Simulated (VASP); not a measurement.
Runs of VASP 6.6.1 on Re. The structure is that of space group I4/mmm (No. 139), or close to it. The cells are those of the table. 

```csv
cell,gap on the mesh (eV),pressure (GPa)
"a = 3.110, b = 3.110, c = 2.440 Å, angles 66.9, 66.9, 46.2°, 1 atom",none,11.5
"a = 2.903, b = 2.903, c = 2.628 Å, angles 63.1, 63.1, 53.8°, 1 atom",none,(b)
"a = 2.759, b = 2.759, c = 2.872 Å, angles 58.6, 58.6, 62.7°, 1 atom",none,(a)
"a = 2.719, b = 2.719, c = 3.224 Å, angles 53.6, 53.6, 72.7°, 1 atom",none,-16.3
"a = 2.736, b = 2.736, c = 2.949 Å, angles 57.4, 57.4, 65.2°, 1 atom",none,-17.0
```

Alike in all rows: task single point; level PBEsol; potentials or basis VASP PAW PBE potentials, release 64 (Re); no spin polarisation; k mesh 22 × 22 × 22; cutoff (eV) 520; smearing gaussian 0.15 eV.

Estimate the missing entries.

(a) -18.2; (b) -13.7.

Caveats: the PAW data sets were made with another functional, which shifts forces and pressure a little; spin-orbit coupling is left out, which moves the levels of the heavy elements.

A k mesh can miss the band edges, and the runs leave out spin-orbit coupling on Re.

A gap of «none» marks levels without a gap at the run's occupations.
